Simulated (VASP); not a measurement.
Input of a VASP 6.6.1 run:

The input INCAR:

```
SYSTEM = AgI
PREC = Accurate
ENCUT = 500
EDIFF = 1E-6
ISMEAR = 0
SIGMA = 0.02
LREAL = .False.
LASPH = .True.
NELM = 120
ALGO = Normal
ISIF = 2
LWAVE = .False.
LCHARG = .True.
GGA = PE
LELF = .True.
LVHAR = .True.
NBANDS = 16
GGA_COMPAT = .False.
```

KPOINTS

```
Automatic mesh
0
Gamma
  8 8 8
  0 0 0
```

POSCAR

```
AgI
1.0
    0.0000000000      3.2478523361      3.2478523361
    3.2478523361      0.0000000000      3.2478523361
    3.2478523361      3.2478523361      0.0000000000
Ag I
1 1
Direct
    0.0000000000      0.0000000000      0.0000000000
    0.2500000000      0.2500000000      0.2500000000
```

Potentials or basis: VASP PAW PBE potentials, release 64 (Ag, I).

Run with:

```console
$ cat potpaw_PBE.64/Ag/POTCAR potpaw_PBE.64/I/POTCAR > POTCAR
$ mpirun -np 1 vasp_std > vasp.out
```

**Question.** Predict the pressure.

**Answer.** 1.8 GPa.

**Question.** Predict the band gap on the k mesh.

**Answer.** 1.34 eV.

Caveat: spin-orbit coupling is left out, which moves the levels of the heavy elements. PBE gaps usually lie below the measured ones, often by a third to a half.
